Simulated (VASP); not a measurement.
A run of VASP 6.6.1 is set up as follows.

File INCAR:

```
SYSTEM = Mo3H
  ALGO = Normal
  EDIFF = 1E-6
  ENCUT = 520
  GGA = PE
  ISIF = 2
  ISMEAR = 0
  LASPH = .TRUE.
  LCHARG = .FALSE.
  LREAL = .FALSE.
  LWAVE = .FALSE.
  NBANDS = 30
  NELM = 80
  PREC = Accurate
  SIGMA = 0.2
```

Contents of KPOINTS:

```
k-points
0
G
  8 8 3
  0 0 0
```

File POSCAR:

```
Mo3H
1.0
    2.8813448285      0.0000000000      0.0000000000
   -1.4406724143      2.4953178186      0.0000000000
    0.0000000000      0.0000000000      6.9601061171
H Mo
1 3
Direct
    0.0000000000      0.0000000000      0.5000000000
    0.6666666667      0.3333333333      0.6742801413
    0.3333333333      0.6666666667      0.3257198587
    0.0000000000      0.0000000000      0.0000000000
```

Potentials or basis: VASP PAW PBE potentials, release 64 (H, Mo_sv).

Launch:

```sh
$ cat potpaw_PBE.64/H/POTCAR potpaw_PBE.64/Mo_sv/POTCAR > POTCAR
$ mpirun -np 1 vasp_std > vasp.out
```

(1) Predict the largest force.

(2) Estimate the pressure.

Answers

(1) 0.039 eV/Å.

(2) 0.3 GPa.
